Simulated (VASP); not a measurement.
# LiF (P6_3mc) in VASP: further runs

Runs on LiF. Level: PBE. Tasks: single point.

All numbers are computed with VASP 6.6.1; they aren't measurements. Logs are shortened: lines on timing, memory, paths and dates and some standing lists are left out, and cuts for length are marked.

## Step 1: The cell of the first run

Symmetry: P6_3mc, No. 186, hexagonal system. Conventional cell: a = 3.040 Å, b = 3.040 Å, c = 4.775 Å, α = 90.00°, β = 90.00°, γ = 120.00°. F (site symmetry 3m) has 4 Li at 1.84 to 1.85 Å within 2.4 Å. Li (site symmetry 3m) has 4 F at 1.84 to 1.85 Å within 2.4 Å.

## Step 2: Single point, PBE

INCAR reads:

```
  PREC = Accurate
  ENCUT = 520
  EDIFF = 1E-7
  ISMEAR = -1
  SIGMA = 0.05
  LREAL = False
  LASPH = True
  NELM = 80
  ALGO = Normal
  ISIF = 2
  LWAVE = False
  LCHARG = False
  GGA = PE
  NBANDS = 18
```

KPOINTS reads:

```
Automatic mesh
0
Gamma
  10 10 6
```

POSCAR reads:

```
LiF
1.0
    3.0403959783      0.0000000000      0.0000000000
   -1.5201979891      2.6330601547      0.0000000000
    0.0000000000      0.0000000000      4.7750596746
F Li
2 2
Direct
    0.6666666667      0.3333333333      0.4938437400
    0.3333333333      0.6666666667      0.9938437400
    0.6666666667      0.3333333333      0.8811542600
    0.3333333333      0.6666666667      0.3811542600
```

Potentials or basis: VASP PAW PBE potentials, release 64 (F, Li_sv).

The run is started by

```
> cat potpaw_PBE.64/F/POTCAR potpaw_PBE.64/Li_sv/POTCAR > POTCAR
> mpirun -np 1 vasp_std > vasp.out
```

OUTCAR:

```text
PREC = Accurate
   ENCUT = 520
   EDIFF = 1E-7
   ISMEAR = -1
   LREAL = False
   LASPH = True
   NELM = 80
   ISIF = 2
   GGA = PE

 ion  position               nearest neighbor table
   1  0.667  0.333  0.494-   4 1.84   4 1.84   4 1.84   3 1.85
   2  0.333  0.667  0.994-   3 1.84   3 1.84   3 1.84   4 1.85
   3  0.667  0.333  0.881-   2 1.84   2 1.84   2 1.84   1 1.85
   4  0.333  0.667  0.381-   1 1.84   1 1.84   1 1.84   2 1.85

  LATTYP: Found a hexagonal cell.
 ALAT       =     3.0403959783
 C/A-ratio  =     1.5705387419

  Lattice vectors:

 A1 = (   3.0403959783,   0.0000000000,   0.0000000000)
 A2 = (  -1.5201979891,   2.6330601547,   0.0000000000)
 A3 = (   0.0000000000,   0.0000000000,   4.7750596746)

Analysis of symmetry for initial positions (statically):
=====================================================================
 Subroutine PRICEL returns:
 Original cell was already a primitive cell.

 Routine SETGRP: Setting up the symmetry group for a
 hexagonal supercell.

 Subroutine GETGRP returns: Found 12 space group operations
 (whereof  6 operations were pure point group operations)
 out of a pool of 24 trial point group operations.

The static configuration has the point symmetry C_3v.
 The point group associated with its full space group is C_6v.

Analysis of symmetry for dynamics (positions and initial velocities):
=====================================================================
 Subroutine PRICEL returns:
 Original cell was already a primitive cell.

 Routine SETGRP: Setting up the symmetry group for a
 hexagonal supercell.

 Subroutine GETGRP returns: Found 12 space group operations
 (whereof  6 operations were pure point group operations)
 out of a pool of 24 trial point group operations.

The dynamic configuration has the point symmetry C_3v.
 The point group associated with its full space group is C_6v.

 Subroutine INISYM returns: Found 12 space group operations
 (whereof  6 operations are pure point group operations),
 and found     1 'primitive' translations

----------------------------------------------------------------------------------------

                                     Primitive cell

  volume of cell :      38.2270

  direct lattice vectors                    reciprocal lattice vectors
     3.040395978  0.000000000  0.000000000     0.328904527  0.189893117  0.000000000
[... 84 lines left out ...]
   ISPIN  =      1    spin polarized calculation?
   LNONCOLLINEAR =      F non collinear calculations
   LSORBIT =      F    spin-orbit coupling
   LASPH  =      T    aspherical Exc in radial PAW
   ENCUT  =  520.0 eV  38.22 Ry    6.18 a.u.   5.65  5.65  8.88*2*pi/ulx,y,z
   NELM   =     80;   NELMIN=  2; NELMDL= -5     # of ELM steps
   EDIFF  = 0.1E-06   stopping-criterion for ELM
   LREAL  =      F    real-space projection
   EDIFFG = 0.1E-05   stopping-criterion for IOM
   NSW    =      0    number of steps for IOM
   IBRION =     -1    ionic relax: 0-MD 1-quasi-New 2-CG
   NFREE  =      0    steps in history (QN), initial steepest desc. (CG)
   ISIF   =      2    stress and relaxation
   ISYM   =      2    0-nonsym 1-usesym 2-fastsym
   POTIM  = 0.5000    time-step for ionic-motion
   TEBEG  =    0.0;   TEEND  =   0.0 temperature during run
   PSTRESS=    0.0 pullay stress
   NELECT =      20.0000    total number of electrons
   NUPDOWN=      -1.0000    fix difference up-down
   EMIN   =  10.00;   EMAX   =-10.00  energy-range for DOS
   EFERMI =   0.00;   METHOD = LEGACY
   ISMEAR =    -1;   SIGMA  =   0.05  broadening in eV -4-tet -1-fermi 0-gaus
   EFERMI_NEDOS =   21; number of points for ismear=-14 and -15
   IALGO  =     38    algorithm
   IMIX   =      4    mixing-type and parameters
     AMIX     =   0.40;   BMIX     =  1.00
     AMIX_MAG =   1.60;   BMIX_MAG =  1.00
  volume/ion in A,a.u.               =       9.56        64.49
  Fermi-wavevector in a.u.,A,eV,Ry     =   1.319152  2.492836 23.676350  1.740163
  Thomas-Fermi vector in A             =   2.449071
   LORBIT       =      0    0 simple, 1 ext, 2 COOP (PROOUT), +10 PAW based schemes
   GGA     = PE    functional components
   LHFCALC =     F    Hartree Fock is set to
   AEXX    =    0.0000 exact exchange contribution
   IVDW    =     0    specifies the selected vdW correction
   LEPSILON=     F    determine dielectric tensor
   LRPA    =     F    only Hartree local field effects (RPA)
 non-spin polarized calculation
  energy-cutoff  :      520.00
  volume of cell :       38.23
 maximum number of plane-waves:      1085
 NGX is ok and might be reduce to    24
   NGX = 11   NGY = 11   NGZ = 17

 number of electron      20.0000030 magnetization

 Free energy of the ion-electron system (eV)
  ---------------------------------------------------
  ext. energy  EPLUGINS =         0.00000000
  ---------------------------------------------------
  free energy    TOTEN  =       -19.24812700 eV

  energy without entropy =      -19.24812700  energy(sigma->0) =      -19.24812700

 E-fermi :  -1.2886     XC(G=0):  -9.0031

 val. band max:       -2.2890754407   @ k =   0.0000   0.0000   0.0000
 cond. band min:       5.7307268232   @ k =   0.0000   0.0000   0.0000
 fundamental gap:      8.0198022639
 Fermi energy:        -1.2886481807

 k-point     1 :       0.0000    0.0000    0.0000
  band No.  band energies     occupation
      1     -42.6253      2.00000
      2     -42.5772      2.00000
      3     -21.7933      2.00000
      4     -21.5432      2.00000
      5      -4.5612      2.00000
      6      -2.7757      2.00000
[... 481 lines left out ...]
      5      -4.3507      2.00000
      6      -3.7065      2.00000
[... 10 lines left out ...]
     17      17.3318      0.00000
     18      19.1210      0.00000

 [... further k-points ...]
[... 5 lines left out ...]
  --------------------------------------------------------------------------------------
  -------------------------------------------------------------------------------------
  Total        1.2061676      1.2061676      1.0732891      0.0000000      0.0000000      0.0000000
  in kB       50.5531812     50.5531812     44.9839498      0.0000000      0.0000000      0.0000000
  external PRESSURE =      48.6967707 kB  Pullay stress =       0.0000000 kB

 VOLUME and BASIS-vectors are now :
 -----------------------------------------------------------------------------
  energy-cutoff  :      520.00
  volume of cell :       38.23
      direct lattice vectors                 reciprocal lattice vectors
     3.040395978  0.000000000  0.000000000     0.328904527  0.189893117  0.000000000
    -1.520197989  2.633060155  0.000000000     0.000000000  0.379786234  0.000000000
     0.000000000  0.000000000  4.775059675     0.000000000  0.000000000  0.209421467

 POSITION                                       TOTAL-FORCE (eV/Angst)
 -----------------------------------------------------------------------------------
      1.52020      0.87769      2.35813        -0.000000     -0.000000     -0.000549
     -0.00000      1.75537      4.74566        -0.000000      0.000000     -0.000549
      1.52020      0.87769      4.20756         0.000000     -0.000000      0.000549
     -0.00000      1.75537      1.82003        -0.000000      0.000000      0.000549
 -----------------------------------------------------------------------------------
    total drift:                                0.000001      0.000002     -0.006451

  FREE ENERGIE OF THE ION-ELECTRON SYSTEM (eV)
  ---------------------------------------------------
  free  energy   TOTEN  =       -19.2481269960 eV

  energy  without entropy=      -19.2481269959  energy(sigma->0) =      -19.24812700
```

stdout:

```text
POSCAR found type information on POSCAR F Li
 POSCAR found :  2 types and       4 ions
 scaLAPACK will be used
 LDA part: xc-table for (Slater+PW92), standard interpolation
 POSCAR, INCAR and KPOINTS ok, starting setup
 FFT: planning ... GRIDC
 FFT: planning ... GRID_SOFT
 FFT: planning ... GRID
 WAVECAR not read
 entering main loop
```

Wall time 36 s (1 thread of Intel Xeon Platinum 8259CL at 2.50GHz (Skylake/Cascade Lake), shared host); peak memory 0.16 GiB.

Results:

| Quantity | Value |
| --- | --- |
| Free energy | -19.2481 eV |
| Band gap on the k mesh | 8.02 eV |

Levels at points of the mesh, in eV from the valence-band top:
| k point | band 8 | band 9 | band 10 | band 11 | band 12 | band 13 |
| --- | --- | --- | --- | --- | --- | --- |
| (0.00, 0.00, 0.00) | -0.15 | -0.15 | 0.00 | 8.02 | 12.32 | 15.66 |
| (0.50, 0.00, 0.00) | -1.05 | -0.57 | -0.40 | 11.47 | 12.43 | 15.20 |
| (0.00, 0.00, 0.50) | -0.32 | -0.32 | -0.32 | 9.73 | 9.73 | 17.98 |
| (0.50, 0.00, 0.50) | -0.73 | -0.59 | -0.59 | 11.39 | 11.39 | 15.25 |

Caveat: the cutoff is under 1.25 times the usual one of these potentials, so pressure, stress and relaxed cells hold a basis-set (Pulay) error.

## Step 3: Single point, PBE

This run uses another cell than the first one, of 9.75 Å³/atom.

INCAR reads:

```
SYSTEM = LiF
ALGO = Normal
EDIFF = 1E-6
ENCUT = 520
GGA = PE
ISIF = 2
ISMEAR = -1
LASPH = .TRUE.
LCHARG = .TRUE.
LELF = .TRUE.
LREAL = .FALSE.
LVHAR = .TRUE.
LWAVE = .FALSE.
NBANDS = 18
NELM = 100
PREC = Accurate
SIGMA = 0.05
```

KPOINTS reads:

```
k-points
0
G
  10 10 6
  0 0 0
```

POSCAR reads:

```
LiF
1.0
    3.0609398175      0.0000000000      0.0000000000
   -1.5304699087      2.6508516414      0.0000000000
    0.0000000000      0.0000000000      4.8073245700
F Li
2 2
Direct
    0.6666666667      0.3333333333      0.4938437400
    0.3333333333      0.6666666667      0.9938437400
    0.6666666667      0.3333333333      0.8811542600
    0.3333333333      0.6666666667      0.3811542600
```

Potentials or basis: VASP PAW PBE potentials, release 64 (F, Li_sv).

The run is started by

```
> cat potpaw_PBE.64/F/POTCAR potpaw_PBE.64/Li_sv/POTCAR > POTCAR
> mpirun -np 1 vasp_std > vasp.out
```

It took 34 s on 1 thread of Intel Xeon Platinum 8259CL at 2.50GHz (Skylake/Cascade Lake), shared host; peak memory 0.16 GiB.

The run converged. Its results:

```
Free energy            : -19.2705 eV
Band gap on the k mesh : 7.91 eV
```

Forces on the atoms (eV/Å):
```
F    0.000  0.000  0.002
F    0.000  0.000  0.002
Li   0.000  0.000 -0.002
Li   0.000  0.000 -0.002
```

Levels at points of the mesh, in eV from the valence-band top:
```csv
k point,band 6,band 7,band 8,band 9,band 10,band 11,band 12,band 13,band 14,band 15
"(0.00, 0.00, 0.00)",-0.47,-0.47,-0.15,-0.15,0.00,7.91,12.19,15.45,18.74,18.74
"(0.50, 0.00, 0.00)",-1.28,-1.05,-1.02,-0.55,-0.39,11.36,12.32,15.03,15.18,17.51
"(0.00, 0.00, 0.50)",-1.17,-0.31,-0.31,-0.31,-0.31,9.61,9.61,17.80,17.80,19.01
"(0.50, 0.00, 0.50)",-1.82,-0.71,-0.71,-0.57,-0.57,11.30,11.30,15.09,15.09,19.28
```

Caveat: the cutoff is under 1.25 times the usual one of these potentials, so pressure, stress and relaxed cells hold a basis-set (Pulay) error.
